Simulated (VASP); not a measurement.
Ce:

```
Ce
1.0
    -1.94330    1.94330    1.94330
     1.94330   -1.94330    1.94330
     1.94330    1.94330   -1.94330
Ce
1
Direct
  0.00000 0.00000 0.00000
```

This isn't the form of Ce at room conditions, which is fcc.

Base run:

- Program: VASP 6.6.1
- Functional: PBEsol
- Potentials or basis: VASP PAW PBE potentials, release 64 (Ce)
- Cutoff: 520 eV
- k mesh: 10 × 10 × 10
- Occupations: fermi-dirac, width 0.05 eV
- Spin: collinear spin, ferromagnetic start
- Starting moments: [1.0] μB

Its results: pressure -4.7 GPa; net moment 0.76 μB per cell.

Question: The run is repeated on the same cell with these changes: functional from PBEsol to LDA; potentials or basis from VASP PAW PBE potentials, release 64 (Ce) to VASP PAW LDA potentials, release 64 (Ce). What comes out?

Answer: Pressure -7.1 GPa; net moment 0.00 μB per cell.

Caveats: the magnetic or orbital state may not be the lowest; the cell stands under tension; the PAW data sets were made with another functional, which shifts forces and pressure a little (at least some runs).
